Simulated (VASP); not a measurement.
A run of VASP 6.6.1:

File POSCAR:

```
SiF
1.0
    1.3386000000      0.7728400000      3.8983100000
   -1.3386000000      0.7728400000      3.8983100000
    0.0000000000     -1.5456800000      3.8983100000
Si F
1 1
Direct
    0.5000000000      0.5000000000      0.5000000000
    0.0000000000      0.0000000000      0.0000000000
```

Contents of INCAR.step1:

```
SYSTEM = SiF
ALGO = Normal ; EDIFF = 1E-5
ENCUT = 520 ; GGA = PE
ISIF = 2 ; ISMEAR = -1
LASPH = .True. ; LCHARG = .False.
LREAL = .False. ; LWAVE = .True.
NBANDS = 12 ; NELM = 60
PREC = Accurate ; SIGMA = 0.05
```

The input INCAR.step2:

```
SYSTEM = SiF
AEXX = 0.1 ; ALGO = Normal
EDIFF = 1E-6 ; ENCUT = 520
ISIF = 2 ; ISMEAR = -1
ISTART = 1 ; LASPH = .True.
LCHARG = .False. ; LHFCALC = .True.
LMIXTAU = .True. ; LREAL = .False.
LWAVE = .False. ; METAGGA = R2SCAN
NBANDS = 12 ; NELM = 60
PREC = Accurate ; PRECFOCK = Normal
SIGMA = 0.05
```

The input KPOINTS:

```
k-points
0
Gamma
  6 6 6
  0 0 0
```

Potentials or basis: VASP PAW PBE potentials, release 64 (Si, F).

Command:

```bash
$ cat potpaw_PBE.64/Si/POTCAR potpaw_PBE.64/F/POTCAR > POTCAR
$ cp INCAR.step1 INCAR
$ mpirun -np 1 vasp_std > vasp.out
$ cp INCAR.step2 INCAR
$ mpirun -np 1 vasp_std > vasp.out
```

Hardware: 1 thread of Intel(R) Xeon(R) Platinum 8375C CPU @ 2.90GHz (Ice Lake) (shared host).

Estimate the wall time of this run.

Run time: 27 min on 1 thread of Intel(R) Xeon(R) Platinum 8375C CPU @ 2.90GHz (Ice Lake), with other jobs on the host, peak memory 0.19 GiB. Counts: k points 32.
